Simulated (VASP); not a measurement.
Write the native input for VASP 6.6.1 that does the following.

* Task: single point
* Functional: HSE06
* Potentials or basis: VASP PAW PBE potentials, release 64 (Ni_sv_GW)
* Cutoff: 510 eV
* k mesh: 6 × 6 × 6
* Occupations: fermi-dirac, width 0.1 eV
* Spin: no spin polarisation
* Dipole correction: no
* Grid for exact exchange (PRECFOCK): Normal
* Further INCAR settings: ALGO = Normal; EDIFF = 1e-06; NBANDS = 15
* Share of exact exchange: 0.25
* Screening parameter: 0.2079 1/Å

Ni:

```xyz
1
Lattice="0.0000 1.7608 1.7608 1.7608 0.0000 1.7608 1.7608 1.7608 0.0000" Properties=species:S:1:pos:R:3 pbc="T T T"
Ni    0.0000    0.0000    0.0000
```

The input as run:

POSCAR

```
Ni
1.0
    0.0000000000      1.7608306076      1.7608306076
    1.7608306076      0.0000000000      1.7608306076
    1.7608306076      1.7608306076      0.0000000000
Ni
1
Direct
    0.0000000000      0.0000000000      0.0000000000
```

INCAR.step1

```
SYSTEM = Ni
  ALGO = Normal
  EDIFF = 1E-5
  ENCUT = 510
  GGA = PE
  GGA_COMPAT = .False.
  ISIF = 2
  ISMEAR = -1
  LASPH = .True.
  LCHARG = .False.
  LREAL = .False.
  LWAVE = .True.
  NBANDS = 15
  NELM = 120
  PREC = Accurate
  SIGMA = 0.1
```

INCAR.step2

```
SYSTEM = Ni
  ALGO = Normal
  EDIFF = 1E-6
  ENCUT = 510
  GGA = PE
  GGA_COMPAT = .False.
  HFSCREEN = 0.2079
  ISIF = 2
  ISMEAR = -1
  ISTART = 1
  LASPH = .True.
  LCHARG = .False.
  LHFCALC = .True.
  LREAL = .False.
  LWAVE = .False.
  NBANDS = 15
  NELM = 120
  PREC = Accurate
  PRECFOCK = Normal
  SIGMA = 0.1
```

KPOINTS

```
k-points
0
Gamma
  6 6 6
  0 0 0
```

Potentials or basis: VASP PAW PBE potentials, release 64 (Ni_sv_GW).

Command:

```bash
$ cat potpaw_PBE.64/Ni_sv_GW/POTCAR > POTCAR
$ cp INCAR.step1 INCAR
$ mpirun -np 1 vasp_std > vasp.out
$ cp INCAR.step2 INCAR
$ mpirun -np 1 vasp_std > vasp.out
```

It gave:

```yaml
Pressure: -12.9 GPa
Band_gap_on_the_k_mesh: zero (bands 9 and 10 overlap by 2.08 eV)
```

Caveat: the k points lie up to 0.52 Å⁻¹ apart, too coarse for converged energies and pressures of a metal; the PAW data sets were made with another functional, which shifts forces and pressure a little; the run has no spin polarisation, though such a crystal can be magnetic.

Run time: 15 min on 1 thread of AMD EPYC 7R43 64-Core Processor (Zen 3), on a shared host, peak memory 0.19 GiB.
